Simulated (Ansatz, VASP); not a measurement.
## PbF2: VASP beside Ansatz

```
Pb F
1.0
     0.00000    2.94377    2.94377
     2.94377    0.00000    2.94377
     2.94377    2.94377    0.00000
Pb F
1 2
Direct
  0.00000 0.00000 0.00000
  0.75000 0.75000 0.75000
  0.25000 0.25000 0.25000
```

Alike in both runs: task single point; functional LDA; k mesh 7 × 7 × 7; occupations fermi-dirac, width 0.05 eV; no spin polarisation.

|  | VASP | Ansatz |
| --- | --- | --- |
| version | VASP 6.6.1 | Ansatz 0.2.0 |
| potentials or method | VASP PAW LDA potentials, release 64 (Pb_d, F) | Ansatz PAW |
| plane-wave cutoff (eV) | 600 | 420 |
| valence electrons in the cell | 28 | 28 |

VASP gave:

```
gap on the k mesh at the Fermi level (eV) : 4.25
least direct gap on the mesh (eV)         : 4.48
pressure (GPa)                            : -3.2
```

Question: Which values does Ansatz return?

Answer: gap on the k mesh at the Fermi level (eV): 4.29; least direct gap on the mesh (eV): 4.52; pressure (GPa): -3.1.

LDA's correlation is that of Perdew and Zunger in VASP and of Perdew and Wang (1992) in Ansatz.

Spin-orbit coupling is off throughout. Noted on Ansatz's run: odd divisions of the mesh miss points on the zone boundary, where band edges often lie, so the gap on the mesh can be too wide.
